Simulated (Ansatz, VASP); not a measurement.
# One calculation of Lu, two programs

INCAR

```
SYSTEM = Lu
PREC = Accurate
ENCUT = 520
EDIFF = 1E-6
ISMEAR = 0
SIGMA = 0.05
LREAL = .FALSE.
LASPH = .TRUE.
NELM = 80
ALGO = Fast
ISIF = 2
LWAVE = .FALSE.
LCHARG = .FALSE.
GGA = PE
NBANDS = 32
```

File KPOINTS:

```
regular mesh
0
G
  12 12 6
  0 0 0
```

Contents of POSCAR:

```
Lu
1.0
    3.5100005570      0.0000000000      0.0000000000
   -1.7550002785      3.0397496497      0.0000000000
    0.0000000000      0.0000000000      5.5633508829
Lu
2
Direct
    0.3333333333      0.6666666667      0.7500000000
    0.6666666667      0.3333333333      0.2500000000
```

Input for Ansatz:

```yaml
crystal:
  lattice:
    - [3.510000557, 0.0, 0.0]
    - [-1.7550002785, 3.0397496497, 0.0]
    - [0.0, 0.0, 5.5633508829]
  atoms:
    - { symbol: Lu, position: [0.3333333333, 0.6666666667, 0.75] }
    - { symbol: Lu, position: [0.6666666667, 0.3333333333, 0.25] }
basis:
  ecutwfc: 420
  ecutrho_ratio: 4
kpoints:
  mp_grid: { grid: [12, 12, 6] }
hamiltonian:
  xc: pbe
scf:
  occupations: { method: gaussian, width: 0.05 }
output:
  forces: true
  stress: true
  eigenvalues: true
  eigenstates:
    nscf_kmesh: { grid: [20, 20, 12] }
    de_dk: true
    e_range: [-2.5, 2.5]
  write_density: true
  write_potential: true
  elf: true
  volumetric_format: npy
```

Alike in both runs: task single point; functional PBE; k mesh 12 × 12 × 6; occupations gaussian, width 0.05 eV; no spin polarisation.

|  | VASP | Ansatz |
| --- | --- | --- |
| version | VASP 6.6.1 | Ansatz 0.2.0 |
| potentials or method | VASP PAW PBE potentials, release 64 (Lu), cutoff 520 eV | scalar-relativistic, plane waves, PAW |
| valence electrons in the cell | 50 | 50 |

VASP gave:

* gap on the k mesh at the Fermi level (eV): none
* pressure (GPa): -1.1
* traceless stress, the component that is largest in VASP (GPa): -0.76

Task: What did Ansatz give for the same quantities?

Result: gap on the k mesh at the Fermi level (eV): none; pressure (GPa): -1.0; traceless stress, the component that is largest in VASP (GPa): -0.77.

A gap of «none» marks a metal or a gap that the smearing closes. The functional is the same, so the differences come from potentials, cutoffs and numerics.

Neither program's run includes spin-orbit coupling.
